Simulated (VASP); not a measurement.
Ni, 1 atom in the cell. It takes space group Fm-3m (No. 225, cubic). The conventional cell has a = 3.538 Å, b = 3.538 Å, c = 3.538 Å, α = 90.00°, β = 90.00°, γ = 90.00°. Ni (site symmetry m-3m) has 12 Ni at 2.50 Å within 3.3 Å. 

```yaml
Program: VASP 6.6.1
Task: single point
Functional: PBE
Potentials_or_basis: VASP PAW PBE potentials, release 64 (Ni_sv_GW)
Cutoff: 590 eV
k_mesh: 14 × 14 × 14
Occupations: fermi-dirac, width 0.003 eV
Spin: collinear spin, ferromagnetic start
Starting_moments: "[2.0] μB"
Dipole_correction: no
Second_run: valence_matched
Further_INCAR_settings: ALGO = Normal; EDIFF = 1e-06; NBANDS = 19
```

Potentials or basis: VASP PAW PBE potentials, release 64 (Ni_sv_GW).

Run with:

```console
$ cat potpaw_PBE.64/Ni_sv_GW/POTCAR > POTCAR
$ mpirun -np 1 vasp_std > vasp.out
```

Hardware: 1 thread of AMD EPYC 7R43 64-Core Processor (Zen 3) (shared host).

Task: Estimate the wall time of this run.

Result: It took 65 s on 1 thread of AMD EPYC 7R43 64-Core Processor (Zen 3), on a shared host, peak memory 0.13 GiB. Counts: scf iterations 14, k points 104.
